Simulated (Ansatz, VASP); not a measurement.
# ZnO: VASP beside Ansatz

```xyz
8
Lattice="5.5135 0.0000 0.0000 0.0000 5.5135 0.0000 0.0000 0.0000 3.2425" Properties=species:S:1:pos:R:3 pbc="T T T"
Zn    1.0039    1.0039    1.6212
Zn    4.5096    4.5096    1.6212
Zn    3.7606    1.7529    0.0000
Zn    1.7529    3.7606    0.0000
O     4.5099    1.0036    1.6212
O     1.0036    4.5099    1.6212
O     3.7603    3.7603    0.0000
O     1.7531    1.7531    0.0000
```

Alike in both runs: task single point; functional PBEsol; k mesh 6 × 6 × 8; occupations gaussian, width 0.05 eV; no spin polarisation.

|  | VASP | Ansatz |
| --- | --- | --- |
| version | VASP 6.6.1 | Ansatz 0.2.0 |
| potentials or method | VASP PAW PBE potentials, release 64 (Zn, O), cutoff 520 eV | scalar-relativistic, plane waves, PAW |
| valence electrons in the cell | 72 | 72 |

```csv
,VASP,Ansatz,Ansatz less VASP
gap on the k mesh at the Fermi level (eV),0.69,0.71,+0.013
least direct gap on the mesh (eV),0.69,0.71,+0.013
pressure (GPa),0.9,0.0,-0.94
"traceless stress, the component that is largest in VASP (GPa)",0.12,-0.02,-0.147
rms of the force components (eV/Å),0.002,0.003,+0.0011
```

VASP's potentials were made for PBE, not for PBEsol. Atom by atom the forces differ by 0.001 eV/Å (rms over components). With one functional, cell and mesh, what is left measures potentials, basis and numerics.
